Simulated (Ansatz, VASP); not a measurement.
**Two plane-wave programs on Te2Mo**

```
Te Mo
1.0
     3.30397    0.00000    0.00000
    -1.65198    2.86132    0.00000
     0.00000    0.00000    7.08323
Te Mo
2 1
Direct
  0.33333 0.66667 0.74205
  0.33333 0.66667 0.25795
  0.00000 0.00000 0.00000
```

Alike in both runs: task single point; functional LDA; k mesh 12 × 12 × 4; occupations gaussian, width 0.02 eV; no spin polarisation.

|  | VASP | Ansatz |
| --- | --- | --- |
| version | VASP 6.6.1 | Ansatz 0.2.0 |
| potentials or method | VASP PAW LDA potentials, release 64 (Te, Mo_sv), cutoff 520 eV | scalar-relativistic, plane waves, PAW |
| valence electrons in the cell | 26 | 46 |

```csv
,VASP,Ansatz,Ansatz less VASP
gap on the k mesh at the Fermi level (eV),0.31,0.32,+0.010
least direct gap on the mesh (eV),0.73,0.75,+0.027
pressure (GPa),12.5,12.0,-0.42
"traceless stress, the component that is largest in VASP (GPa)",0.17,-0.01,-0.187
rms of the force components (eV/Å),0.027,0.001,-0.0265
```

LDA's correlation is that of Perdew and Zunger in VASP and of Perdew and Wang (1992) in Ansatz. Atom by atom the forces differ by 0.027 eV/Å (rms over components). VASP's potentials hold 26 valence electrons a cell and Ansatz's 46, so a difference there can come from the potentials and not from the codes.

Spin-orbit coupling is off throughout.
